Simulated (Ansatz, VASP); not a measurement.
**BN: VASP beside Ansatz**

```
CELL_PARAMETERS angstrom
2.50399 0.00000 0.00000
-1.25200 2.16852 0.00000
0.00000 0.00000 6.66120
ATOMIC_POSITIONS crystal
B 0.33333 0.66667 0.25000
B 0.66667 0.33333 0.75000
N 0.34869 0.67434 0.75000
N 0.66667 0.33333 0.25000
```

Alike in both runs: task single point; functional r2SCAN; k mesh 12 × 12 × 4; occupations gaussian, width 0.05 eV; no spin polarisation.

|  | VASP | Ansatz |
| --- | --- | --- |
| version | VASP 6.6.1 | Ansatz 0.2.0 |
| potentials or method | VASP PAW PBE potentials, release 64 (B, N), cutoff 520 eV | scalar-relativistic, plane waves, PAW |
| valence electrons in the cell | 16 | 16 |

|  | VASP | Ansatz | Ansatz less VASP |
| --- | --- | --- | --- |
| gap on the k mesh at the Fermi level (eV) | 4.86 | 4.82 | -0.040 |
| least direct gap on the mesh (eV) | 5.28 | 5.25 | -0.037 |
| pressure (GPa) | 0.0 | -0.4 | -0.39 |
| traceless stress, the component that is largest in VASP (GPa) | -1.46 | -1.45 | +0.004 |
| rms of the force components (eV/Å) | 0.534 | 0.537 | +0.0033 |

VASP's potentials were made for PBE, not for r2SCAN. Atom by atom the forces differ by 0.003 eV/Å (rms over components).
